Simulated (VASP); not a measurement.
Wanted: the native input for a VASP 6.6.1 run.

| Property | Result |
| --- | --- |
| Task | single point |
| Functional | LDA |
| Potentials or basis | VASP PAW LDA potentials, release 64 (Si) |
| Cutoff | 520 eV |
| k mesh | 9 × 9 × 1 |
| Occupations | gaussian, width 0.05 eV |
| Spin | no spin polarisation |
| Dipole correction | yes |
| Further INCAR settings | ALGO = Normal; EDIFF = 1e-06; NBANDS = 21 |

The structure of Si lies in POSCAR:

```
Si
1.0
    3.8016851333      0.0000000000      0.0000000000
   -1.9008425666      3.2923559026      0.0000000000
    0.0000000000      0.0000000000     21.0815226924
Si
6
Direct
    0.6666666667      0.3333333333      0.3320443263
    0.3333333333      0.6666666667      0.3696520843
    0.3333333333      0.6666666667      0.4811961210
    0.6666666667      0.3333333333      0.5172759512
    0.6666666667      0.3333333333      0.6301705890
    0.3333333333      0.6666666667      0.6618343361
```

The input as run:

INCAR

```
SYSTEM = Si
ALGO = Normal ; DIPOL = 0.5 0.5 0.499
EDIFF = 1E-6 ; ENCUT = 520
GGA = CA ; IDIPOL = 3
ISIF = 2 ; ISMEAR = 0
LASPH = .TRUE. ; LCHARG = .TRUE.
LDIPOL = .TRUE. ; LELF = .TRUE.
LREAL = .FALSE. ; LVACPOTAV = .TRUE.
LVHAR = .TRUE. ; LWAVE = .FALSE.
NBANDS = 21 ; NELM = 60
PREC = Accurate ; SIGMA = 0.05
```

KPOINTS

```
k-points
0
G
  9 9 1
  0 0 0
```

Potentials or basis: VASP PAW LDA potentials, release 64 (Si).

The run is started by

```bash
$ cat potpaw_LDA.64/Si/POTCAR > POTCAR
$ mpirun -np 1 vasp_std > vasp.out
```

Results of the run:

The largest force is 0.617 eV/Å and the band gap on the k mesh is zero (bands 12 and 13 overlap by 0.09 eV).

It took 2.2 min on 1 thread of Intel(R) Xeon(R) Platinum 8259CL CPU @ 2.50GHz (Skylake/Cascade Lake) (shared host), peak memory 0.27 GiB.
